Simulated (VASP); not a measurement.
# Hf (I4/mmm) in VASP: further runs

Runs on Hf. Level: PBEsol. Tasks: single point.

All numbers are computed with VASP 6.6.1; they aren't measurements. Logs are shortened: lines on timing, memory, paths and dates and some standing lists are left out, and cuts for length are marked.

### Step 1. The cell of the first run

The structure is tetragonal, space group I4/mmm (No. 139). Conventional cell: a = 3.664 Å, b = 3.664 Å, c = 3.556 Å, α = 90.00°, β = 90.00°, γ = 90.00°. Hf (site symmetry 4/mmm) has 14 Hf at 3.14 to 3.66 Å within 4.1 Å.

### Step 2. Single point, PBEsol (strain +0.015 along x and y, -0.015 along z)

Input file INCAR:

```
PREC = Accurate
ENCUT = 520
EDIFF = 1E-7
ISMEAR = 0
SIGMA = 0.15
LREAL = F
LASPH = T
NELM = 100
ALGO = Normal
ISIF = 2
LWAVE = F
LCHARG = F
GGA = PS
NBANDS = 11
```

Input file KPOINTS:

```
Automatic mesh
0
Gamma
  18 18 18
```

Input file POSCAR:

```
Hf
1.0
   -1.8320750000      1.8320750000      1.7779250000
    1.8320750000     -1.8320750000      1.7779250000
    1.8320750000      1.8320750000     -1.7779250000
Hf
1
Direct
    0.0000000000      0.0000000000      0.0000000000
```

Potentials or basis: VASP PAW PBE potentials, release 64 (Hf_pv).

Command:

```bash
$ cat potpaw_PBE.64/Hf_pv/POTCAR > POTCAR
$ mpirun -np 1 vasp_std > vasp.out
```

OUTCAR:

```text
PREC = Accurate
   ENCUT = 520
   EDIFF = 1E-7
   ISMEAR = 0
   LREAL = F
   LASPH = T
   NELM = 100
   ISIF = 2
   GGA = PS

 ion  position               nearest neighbor table
   1  0.000  0.000  0.000-

  LATTYP: Found a body centered tetragonal cell.
 ALAT       =     3.6641500000
 C/A-ratio  =     0.9704433498

  Lattice vectors:

 A1 = (  -1.8320750000,   1.8320750000,   1.7779250000)
 A2 = (   1.8320750000,  -1.8320750000,   1.7779250000)
 A3 = (   1.8320750000,   1.8320750000,  -1.7779250000)

Analysis of symmetry for initial positions (statically):
=====================================================================
 Subroutine PRICEL returns:
 Original cell was already a primitive cell.

 Routine SETGRP: Setting up the symmetry group for a
 body centered tetragonal supercell.

 Subroutine GETGRP returns: Found 16 space group operations
 (whereof 16 operations were pure point group operations)
 out of a pool of 16 trial point group operations.

The static configuration has the point symmetry D_4h.

Analysis of symmetry for dynamics (positions and initial velocities):
=====================================================================
 Subroutine PRICEL returns:
 Original cell was already a primitive cell.

 Routine SETGRP: Setting up the symmetry group for a
 body centered tetragonal supercell.

 Subroutine GETGRP returns: Found 16 space group operations
 (whereof 16 operations were pure point group operations)
 out of a pool of 16 trial point group operations.

The dynamic configuration has the point symmetry D_4h.

 Subroutine INISYM returns: Found 16 space group operations
 (whereof 16 operations are pure point group operations),
 and found     1 'primitive' translations

----------------------------------------------------------------------------------------

                                     Primitive cell

  volume of cell :      23.8704

  direct lattice vectors                    reciprocal lattice vectors
    -1.832075000  1.832075000  1.777925000     0.000000000  0.272914591  0.281226711
     1.832075000 -1.832075000  1.777925000     0.272914591  0.000000000  0.281226711
     1.832075000  1.832075000 -1.777925000     0.272914591  0.272914591  0.000000000

  length of vectors
     3.142294531  3.142294531  3.142294531     0.391881152  0.391881152  0.385959516

  position of ions in fractional coordinates (direct lattice)
     0.000000000  0.000000000  0.000000000

  ion indices of the primitive-cell ions
   primitive index   ion index
                 1           1

----------------------------------------------------------------------------------------

 KPOINTS: Automatic mesh

Automatic generation of k-mesh.
 Grid dimensions read from file:
 generate k-points for:   18   18   18

 Generating k-lattice:

  Cartesian coordinates                     Fractional coordinates (reciprocal lattice)
     0.000000000  0.015161922  0.015623706     0.055555556 -0.000000000  0.000000000
     0.015161922  0.000000000  0.015623706    -0.000000000  0.055555556  0.000000000
     0.015161922  0.015161922  0.000000000     0.000000000  0.000000000  0.055555556

  Length of vectors
     0.021771175  0.021771175  0.021442195

  Shift w.r.t. Gamma in fractional coordinates (k-lattice)
     0.000000000  0.000000000  0.000000000

 Subroutine IBZKPT returns following result:
 ===========================================

 Found    480 irreducible k-points:

 Following reciprocal coordinates:
            Coordinates               Weight
  0.000000  0.000000  0.000000      1.000000
  0.055556  0.000000  0.000000      8.000000
  0.111111  0.000000  0.000000      8.000000
  0.166667  0.000000  0.000000      8.000000
  0.222222  0.000000  0.000000      8.000000
  0.277778  0.000000  0.000000      8.000000
[... 16 lines left out ...]
 -0.277778  0.055556 -0.000000     16.000000
 -0.222222  0.055556 -0.000000     16.000000
 [... further k-points ...]
   k-points           NKPTS =    480   k-points in BZ     NKDIM =    480   number of bands    NBANDS=     11
   number of dos      NEDOS =    301   number of ions     NIONS =      1
   total plane-waves  NPLWV =  13824
   dimension x,y,z NGX =    24 NGY =   24 NGZ =   24
   dimension x,y,z NGXF=    48 NGYF=   48 NGZF=   48
   ions per type =               1
   NGX,Y,Z   is equivalent  to a cutoff of  12.70, 12.70, 12.70 a.u.
   NGXF,Y,Z  is equivalent  to a cutoff of  25.39, 25.39, 25.39 a.u.
 SYSTEM =  unknown system
   PREC   = accura    normal or accurate (medium, high low for compatibility)
   ISTART =      0    job   : 0-new  1-cont  2-samecut
   ICHARG =      2    charge: 1-file 2-atom 10-const
   ISPIN  =      1    spin polarized calculation?
   LNONCOLLINEAR =      F non collinear calculations
   LSORBIT =      F    spin-orbit coupling
   LASPH  =      T    aspherical Exc in radial PAW
   ENCUT  =  520.0 eV  38.22 Ry    6.18 a.u.   5.84  5.84  5.84*2*pi/ulx,y,z
   NELM   =    100;   NELMIN=  2; NELMDL= -5     # of ELM steps
   EDIFF  = 0.1E-06   stopping-criterion for ELM
   LREAL  =      F    real-space projection
   EDIFFG = 0.1E-05   stopping-criterion for IOM
   NSW    =      0    number of steps for IOM
   IBRION =     -1    ionic relax: 0-MD 1-quasi-New 2-CG
   NFREE  =      0    steps in history (QN), initial steepest desc. (CG)
   ISIF   =      2    stress and relaxation
   ISYM   =      2    0-nonsym 1-usesym 2-fastsym
   POTIM  = 0.5000    time-step for ionic-motion
   TEBEG  =    0.0;   TEEND  =   0.0 temperature during run
   PSTRESS=    0.0 pullay stress
   NELECT =      10.0000    total number of electrons
   NUPDOWN=      -1.0000    fix difference up-down
   EMIN   =  10.00;   EMAX   =-10.00  energy-range for DOS
   EFERMI =   0.00;   METHOD = LEGACY
   ISMEAR =     0;   SIGMA  =   0.15  broadening in eV -4-tet -1-fermi 0-gaus
   EFERMI_NEDOS =   21; number of points for ismear=-14 and -15
   IALGO  =     38    algorithm
   IMIX   =      4    mixing-type and parameters
     AMIX     =   0.40;   BMIX     =  1.00
     AMIX_MAG =   1.60;   BMIX_MAG =  1.00
  volume/ion in A,a.u.               =      23.87       161.09
  Fermi-wavevector in a.u.,A,eV,Ry     =   1.224959  2.314837 20.415873  1.500524
  Thomas-Fermi vector in A             =   2.360014
   LORBIT       =      0    0 simple, 1 ext, 2 COOP (PROOUT), +10 PAW based schemes
   GGA     = PS    functional components
   LHFCALC =     F    Hartree Fock is set to
   AEXX    =    0.0000 exact exchange contribution
   IVDW    =     0    specifies the selected vdW correction
   LEPSILON=     F    determine dielectric tensor
   LRPA    =     F    only Hartree local field effects (RPA)
 non-spin polarized calculation
 Gauss-broadening in eV      SIGMA  =   0.15
  energy-cutoff  :      520.00
  volume of cell :       23.87
 maximum number of plane-waves:       662
   NGX = 11   NGY = 11   NGZ = 11

 number of electron      10.0000000 magnetization

 number of electron       9.9999999 magnetization

 Free energy of the ion-electron system (eV)
  ---------------------------------------------------
  ext. energy  EPLUGINS =         0.00000000
  ---------------------------------------------------
  free energy    TOTEN  =       -10.25341491 eV

  energy without entropy =      -10.22891713  energy(sigma->0) =      -10.24116602

 E-fermi :   4.0025     XC(G=0): -11.0989

 val. band max:        4.0019630489   @ k =  -0.4444   0.5000   0.0556
 cond. band min:       4.0035475733   @ k =   0.2778   0.0556   0.0000
 fundamental gap:      0.0015845244
 Fermi energy:         4.0025004127

 k-point     1 :       0.0000    0.0000    0.0000
  band No.  band energies     occupation
      1     -26.0442      2.00000
      2     -26.0442      2.00000
      3     -26.0429      2.00000
      4      -2.8354      2.00000
      5       5.2462      0.00000
      6       5.5584      0.00000
      7       5.5584      0.00000
      8       7.8339      0.00000
      9       8.2633      0.00000
     10      16.8605      0.00000
     11      16.8605      0.00000

 k-point     2 :       0.0556    0.0000    0.0000
  band No.  band energies     occupation
      1     -26.0647      2.00000
      2     -26.0511      2.00000
      3     -26.0438      2.00000
      4      -2.7278      2.00000
      5       5.2405      0.00000
      6       5.5271      0.00000
      7       5.5910      0.00000
      8       7.8062      0.00000
      9       8.1725      0.00000
     10      16.9898      0.00000
     11      17.0481      0.00000

 k-point     3 :       0.1111    0.0000    0.0000
  band No.  band energies     occupation
      1     -26.1250      2.00000
      2     -26.0708      2.00000
      3     -26.0445      2.00000
      4      -2.4127      2.00000
      5       5.0888      0.00000
      6       5.4023      0.00000
      7       5.8403      0.00000
      8       7.6969      0.00000
      9       8.0473      0.00000
     10      16.9889      0.00000
     11      17.3869      0.00000

 k-point     4 :       0.1667    0.0000    0.0000
  band No.  band energies     occupation
      1     -26.2160      2.00000
      2     -26.1008      2.00000
      3     -26.0456      2.00000
      4      -1.9148      2.00000
      5       4.8056      0.00000
      6       5.1344      0.00000
      7       6.3307      0.00000
      8       7.5910      0.00000
      9       8.0322      0.00000
     10      16.9867      0.00000
     11      17.5785      0.00000
[... 239 lines left out ...]
 k-point    22 :      -0.3333    0.0556   -0.0000
  band No.  band energies     occupation
      1     -26.4945      2.00000
      2     -26.1962      2.00000
      3     -26.0559      2.00000
      4      -0.1827      2.00000
      5       4.0062      0.97237
      6       4.2783      0.00932
      7       7.7513      0.00000
      8       8.3658      0.00000
      9       8.4703      0.00000
     10      15.7485      0.00000
     11      16.7984      0.00000

 k-point    23 :      -0.2778    0.0556   -0.0000
  band No.  band energies     occupation
      1     -26.3875      2.00000
      2     -26.1564      2.00000
      3     -26.0542      2.00000
      4      -0.8737      2.00000
      5       4.3016      0.00480
      6       4.5394      0.00000
      7       7.4544      0.00000
      8       7.6257      0.00000
      9       8.2771      0.00000
     10      16.7731      0.00000
     11      17.0059      0.00000

 k-point    24 :      -0.2222    0.0556   -0.0000
  band No.  band energies     occupation
      1     -26.2785      2.00000
      2     -26.1163      2.00000
      3     -26.0525      2.00000
      4      -1.5496      2.00000
      5       4.6260      0.00000
      6       4.9042      0.00000
      7       6.7703      0.00000
      8       7.4096      0.00000
      9       8.2080      0.00000
     10      16.9827      0.00000
     11      17.5707      0.00000

 [... further k-points ...]

------------------------ aborting loop because EDIFF is reached ----------------------------------------

  FORCE on cell =-STRESS in cart. coord.  units (eV):
  Direction    XX          YY          ZZ          XY          YZ          ZX
  --------------------------------------------------------------------------------------
  -------------------------------------------------------------------------------------
  Total       -1.4628053     -1.4628053     -1.6999328      0.0000000      0.0000000      0.0000000
  in kB      -98.1831999    -98.1831999   -114.0991520      0.0000000      0.0000000      0.0000000
  external PRESSURE =    -103.4885172 kB  Pullay stress =       0.0000000 kB

 VOLUME and BASIS-vectors are now :
 -----------------------------------------------------------------------------
  energy-cutoff  :      520.00
  volume of cell :       23.87
      direct lattice vectors                 reciprocal lattice vectors
    -1.832075000  1.832075000  1.777925000     0.000000000  0.272914591  0.281226711
     1.832075000 -1.832075000  1.777925000     0.272914591  0.000000000  0.281226711
     1.832075000  1.832075000 -1.777925000     0.272914591  0.272914591  0.000000000

 POSITION                                       TOTAL-FORCE (eV/Angst)
 -----------------------------------------------------------------------------------
      0.00000      0.00000      0.00000        -0.000000     -0.000000     -0.000000
 -----------------------------------------------------------------------------------
    total drift:                                0.000000     -0.000000     -0.000000

  FREE ENERGIE OF THE ION-ELECTRON SYSTEM (eV)
  ---------------------------------------------------
  free  energy   TOTEN  =       -10.2534149111 eV

  energy  without entropy=      -10.2289171324  energy(sigma->0) =      -10.24116602
```

Run time: 50 s. Hardware: 1 thread of AMD EPYC 9R45 (Zen 5), shared host; peak memory 0.21 GiB.

What came out:

| Item | Value |
| --- | --- |
| Free energy | -10.2534 eV |
| Pressure | -10.3 GPa |
| Band gap on the k mesh | zero (band 5 reaches 5.36 eV, above the bottom of band 6 at 3.36 eV) |

Caveat: the cell differs from its parent crystal (strain +0.015 along x and y, -0.015 along z); the PAW data sets were made with another functional, which shifts forces and pressure a little; spin-orbit coupling is left out, which moves the levels of the heavy elements.

### Step 3. Single point, PBEsol (strain +0.030 along x and y, +0.000 along z)

Input file INCAR:

```
SYSTEM = Hf
PREC     = Accurate       ! precision mode
ENCUT    = 520            ! plane-wave cutoff, eV
EDIFF    = 1E-7           ! SCF threshold, eV
ISMEAR   = 0              ! smearing method
SIGMA    = 0.15           ! smearing width, eV
LREAL    = .False.        ! projectors in reciprocal space
LASPH    = .True.         ! aspherical terms in the spheres
NELM     = 80             ! most SCF steps
ALGO     = Normal         ! electronic algorithm
ISIF     = 2              ! what is computed and relaxed
LWAVE    = .False.        ! write WAVECAR
LCHARG   = .True.         ! write CHGCAR
GGA      = PS             ! functional
LELF     = .True.         ! ELF
LVHAR    = .True.       
NBANDS   = 11             ! bands
```

Input file KPOINTS:

```
Automatic mesh
0
Gamma
  18 18 18
  0 0 0
```

Input file POSCAR:

```
Hf
1.0
   -1.8591500000      1.8591500000      1.8050000000
    1.8591500000     -1.8591500000      1.8050000000
    1.8591500000      1.8591500000     -1.8050000000
Hf
1
Direct
    0.0000000000      0.0000000000      0.0000000000
```

Potentials or basis: VASP PAW PBE potentials, release 64 (Hf_pv).

Command:

```bash
$ cat potpaw_PBE.64/Hf_pv/POTCAR > POTCAR
$ mpirun -np 1 vasp_std > vasp.out
```

OUTCAR:

```text
SYSTEM = Hf
   PREC = Accurate
   ENCUT = 520
   EDIFF = 1E-7
   ISMEAR = 0
   LREAL = .False.
   LASPH = .True.
   NELM = 80
   ISIF = 2
   GGA = PS

 ion  position               nearest neighbor table
   1  0.000  0.000  0.000-

  LATTYP: Found a body centered tetragonal cell.
 ALAT       =     3.7183000000
 C/A-ratio  =     0.9708737864

  Lattice vectors:

 A1 = (  -1.8591500000,   1.8591500000,   1.8050000000)
 A2 = (   1.8591500000,  -1.8591500000,   1.8050000000)
 A3 = (   1.8591500000,   1.8591500000,  -1.8050000000)

Analysis of symmetry for initial positions (statically):
=====================================================================
 Subroutine PRICEL returns:
 Original cell was already a primitive cell.

 Routine SETGRP: Setting up the symmetry group for a
 body centered tetragonal supercell.

 Subroutine GETGRP returns: Found 16 space group operations
 (whereof 16 operations were pure point group operations)
 out of a pool of 16 trial point group operations.

The static configuration has the point symmetry D_4h.

Analysis of symmetry for dynamics (positions and initial velocities):
[... 169 lines left out ...]
      2     -26.4974      2.00000
      3     -26.4969      2.00000
      4      -2.9645      2.00000
      5       4.9386      0.00000
      6       5.2299      0.00000
      7       5.2299      0.00000
      8       7.4064      0.00000
      9       7.8039      0.00000
     10      16.3810      0.00000
     11      16.3810      0.00000
[... 309 lines left out ...]
 k-point    24 :      -0.2222    0.0556    0.0000
  band No.  band energies     occupation
      1     -26.6973      2.00000
      2     -26.5595      2.00000
      3     -26.5046      2.00000
      4      -1.7354      2.00000
      5       4.3541      0.00000
      6       4.6159      0.00000
      7       6.3756      0.00000
      8       7.0046      0.00000
      9       7.7532      0.00000
     10      16.5285      0.00000
     11      16.9734      0.00000

 [... further k-points ...]

------------------------ aborting loop because EDIFF is reached ----------------------------------------

  FORCE on cell =-STRESS in cart. coord.  units (eV):
  Direction    XX          YY          ZZ          XY          YZ          ZX
  --------------------------------------------------------------------------------------
  -------------------------------------------------------------------------------------
  Total       -1.9765558     -1.9765558     -2.2322587      0.0000000     -0.0000000      0.0000000
  in kB     -126.8976591   -126.8976591   -143.3141419      0.0000000     -0.0000000      0.0000000
  external PRESSURE =    -132.3698200 kB  Pullay stress =       0.0000000 kB

 VOLUME and BASIS-vectors are now :
 -----------------------------------------------------------------------------
  energy-cutoff  :      520.00
  volume of cell :       24.96
      direct lattice vectors                 reciprocal lattice vectors
    -1.859150000  1.859150000  1.805000000     0.000000000  0.268940107  0.277008310
     1.859150000 -1.859150000  1.805000000     0.268940107  0.000000000  0.277008310
     1.859150000  1.859150000 -1.805000000     0.268940107  0.268940107  0.000000000

 POSITION                                       TOTAL-FORCE (eV/Angst)
 -----------------------------------------------------------------------------------
      0.00000      0.00000      0.00000        -0.000000     -0.000000      0.000000
 -----------------------------------------------------------------------------------
    total drift:                               -0.000000     -0.000000     -0.000000

  FREE ENERGIE OF THE ION-ELECTRON SYSTEM (eV)
  ---------------------------------------------------
  free  energy   TOTEN  =       -10.1732720830 eV

  energy  without entropy=      -10.1471466392  energy(sigma->0) =      -10.16020936
```

Run time: 53 s. Hardware: 1 thread of AMD EPYC 9R45 (Zen 5), shared host; peak memory 0.21 GiB.

Results:

```yaml
Free_energy: -10.1733 eV
Pressure: -13.2 GPa
Band_gap_on_the_k_mesh: zero (band 5 reaches 5.04 eV, above the bottom of band 6 at 3.09 eV)
```

Stress tensor (GPa, compression positive):
```
-12.69   0.00   0.00
  0.00 -12.69   0.00
  0.00   0.00 -14.33
```

Levels at points of the mesh, in eV from the Fermi level:
```
           k point  band 2  band 3  band 4  band 5  band 6  band 7  band 8  band 9
(0.00, 0.00, 0.00)  -30.23  -30.23   -6.69    1.21    1.50    1.50    3.68    4.07
(0.50, 0.00, 0.00)  -30.42  -30.23   -3.06   -0.46    0.78    3.73    4.66    6.67
(0.50, 0.50, 0.00)  -30.41  -30.22   -3.12   -0.15    0.62    3.41    4.43    6.62
(0.50, 0.50, 0.50)  -30.64  -30.61   -2.18   -2.12    5.93    5.93    6.03    6.19
```

Caveat: the cell differs from its parent crystal (strain +0.030 along x and y, +0.000 along z); the PAW data sets were made with another functional, which shifts forces and pressure a little; spin-orbit coupling is left out, which moves the levels of the heavy elements.
